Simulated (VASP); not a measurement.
**Ge: single point with revPBE**

Crystal: Ge.

```
Ge
1.0
     2.73004    0.00000    0.00000
     0.00000    2.73004    0.00000
     0.00000    0.00000    2.73004
Ge
1
Direct
  0.00000 0.00000 0.00000
```

```yaml
Program: VASP 6.6.1
Task: single point
Functional: revPBE
Potentials_or_basis: VASP PAW PBE potentials, release 64 (Ge_d)
Cutoff: 520 eV
k_mesh: 13 × 13 × 13
Occupations: fermi-dirac, width 0.1 eV
Spin: no spin polarisation
```

```
Pressure               : -0.1 GPa
Band gap on the k mesh : zero (band 7 reaches 12.28 eV, above the bottom of band 8 at 3.57 eV)
```

Levels at points of the mesh, in eV from the Fermi level:
```tsv
k point	band 5	band 6	band 7	band 8	band 9	band 10
(0.00, 0.00, 0.00)	-24.53	-12.61	6.43	6.43	6.43	9.83
```

Wall time 23 s on 1 thread of Intel Xeon 6975P-C, with other jobs on the host, peak memory 0.13 GiB.

Caveat: the PAW data sets were made with another functional, which shifts forces and pressure a little.
